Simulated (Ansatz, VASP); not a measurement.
**In3Cu: VASP beside Ansatz**

INCAR

```
SYSTEM = In3Cu
  PREC = Accurate
  ENCUT = 520
  EDIFF = 1E-7
  ISMEAR = 0
  SIGMA = 0.15
  LREAL = .FALSE.
  LASPH = .TRUE.
  NELM = 60
  ALGO = Fast
  ISIF = 2
  LWAVE = .FALSE.
  LCHARG = .FALSE.
  NBANDS = 33
```

File KPOINTS:

```
regular mesh
0
G
  10 10 10
  0 0 0
```

File POSCAR:

```
In3Cu
1.0
    4.3341653501     -0.1141740445     -0.1141740445
   -0.1141740445      4.3341653501     -0.1141740445
   -0.1141740445     -0.1141740445      4.3341653501
In Cu
3 1
Direct
    0.0000000000      0.5000000000      0.5000000000
    0.5000000000      0.0000000000      0.5000000000
    0.5000000000      0.5000000000      0.0000000000
    0.0000000000      0.0000000000      0.0000000000
```

Input for Ansatz:

```yaml
crystal:
  lattice:
    - [4.3341653501, -0.1141740445, -0.1141740445]
    - [-0.1141740445, 4.3341653501, -0.1141740445]
    - [-0.1141740445, -0.1141740445, 4.3341653501]
  atoms:
    - { symbol: In, position: [0.0, 0.5, 0.5] }
    - { symbol: In, position: [0.5, 0.0, 0.5] }
    - { symbol: In, position: [0.5, 0.5, 0.0] }
    - { symbol: Cu, position: [0.0, 0.0, 0.0] }
basis:
  ecutwfc: 520.0
kpoints:
  mp_grid: { grid: [10, 10, 10] }
hamiltonian:
  xc: lda
scf:
  occupations: { method: gaussian, width: 0.15 }
output:
  forces: true
  stress: true
  eigenvalues: true
  write_density: true
  write_potential: true
  elf: true
  volumetric_format: npy
```

Alike in both runs: task single point; functional LDA; k mesh 10 × 10 × 10; occupations gaussian, width 0.15 eV; no spin polarisation.

|  | VASP | Ansatz |
| --- | --- | --- |
| version | VASP 6.6.1 | Ansatz 0.2.0 |
| potentials or method | VASP PAW LDA potentials, release 64 (In_d, Cu), cutoff 520 eV | scalar-relativistic, plane waves, PAW |
| valence electrons in the cell | 50 | 58 |

Ansatz gave:

* gap on the k mesh at the Fermi level (eV): none
* pressure (GPa): -0.1
* traceless stress, the component that is largest in VASP (GPa): -0.14

Problem. What did VASP give for the same quantities?

Solution. gap on the k mesh at the Fermi level (eV): none; pressure (GPa): 0.0; traceless stress, the component that is largest in VASP (GPa): -0.13.

LDA's correlation is that of Perdew and Zunger in VASP and of Perdew and Wang (1992) in Ansatz. A gap of «none» marks a metal or a gap that the smearing closes. VASP's potentials hold 50 valence electrons a cell and Ansatz's 58, so a difference there can come from the potentials and not from the codes.
